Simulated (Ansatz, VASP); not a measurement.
**SiO2: VASP beside Ansatz**

File INCAR:

```
SYSTEM = SiO2
ALGO = Normal ; EDIFF = 1E-6
ENCUT = 520 ; ISIF = 2
ISMEAR = 0 ; LASPH = .TRUE.
LCHARG = .FALSE. ; LREAL = .FALSE.
LWAVE = .FALSE. ; NBANDS = 25
NELM = 100 ; PREC = Accurate
SIGMA = 0.05
```

File KPOINTS:

```
k-points
0
G
  6 6 8
  0 0 0
```

POSCAR

```
SiO2
1.0
    4.1551517022      0.0000000000      0.0000000000
    0.0000000000      3.8642910830      0.0000000000
    0.0000000000      0.0000000000      2.6613102772
Si O
2 4
Direct
    0.5000000000      0.5000000000      0.5000000000
    0.0000000000      0.0000000000      0.0000000000
    0.6655294275      0.7233211713      0.0000000000
    0.1655294275      0.7766788287      0.5000000000
    0.3344705725      0.2766788287      0.0000000000
    0.8344705725      0.2233211713      0.5000000000
```

Input for Ansatz:

```yaml
crystal:
  lattice:
    - [4.1551517022, 0.0, 0.0]
    - [0.0, 3.864291083, 0.0]
    - [0.0, 0.0, 2.6613102772]
  atoms:
    - { symbol: Si, position: [0.5, 0.5, 0.5] }
    - { symbol: Si, position: [0.0, 0.0, 0.0] }
    - { symbol: O, position: [0.6655294275, 0.7233211713, 0.0] }
    - { symbol: O, position: [0.1655294275, 0.7766788287, 0.5] }
    - { symbol: O, position: [0.3344705725, 0.2766788287, 0.0] }
    - { symbol: O, position: [0.8344705725, 0.2233211713, 0.5] }
basis:
  ecutwfc: 520.0
kpoints:
  mp_grid: { grid: [6, 6, 8] }
hamiltonian:
  xc: lda
  pseudopotentials: { kind: paw, azcp: { folder: soft_1 } }
scf:
  occupations: { method: gaussian, width: 0.05 }
output:
  forces: true
  stress: true
  eigenvalues: true
```

Change from the starting cell: mode 4 frozen in at -0.170 Å, normal strain along y -0.0700.

Alike in both runs: task single point; functional LDA; k mesh 6 × 6 × 8; occupations gaussian, width 0.05 eV; no spin polarisation.

```csv
,VASP,Ansatz
version,VASP 6.6.1,Ansatz 0.2.0
potentials or method,"VASP PAW LDA potentials, release 64 (Si, O), cutoff 520 eV","scalar-relativistic, plane waves, PAW"
valence electrons in the cell,32,32
```

```tsv
	VASP	Ansatz	Ansatz less VASP
gap on the k mesh at the Fermi level (eV)	6.53	6.59	+0.053
least direct gap on the mesh (eV)	6.53	6.59	+0.053
pressure (GPa)	25.0	23.7	-1.30
traceless stress, the component that is largest in VASP (GPa)	12.32	12.67	+0.344
rms of the force components (eV/Å)	0.395	0.383	-0.0116
```

Ansatz warns that its potentials were made for another functional, while VASP's fit it. LDA's correlation is that of Perdew and Zunger in VASP and of Perdew and Wang (1992) in Ansatz. Atom by atom the forces differ by 0.013 eV/Å (rms over components).
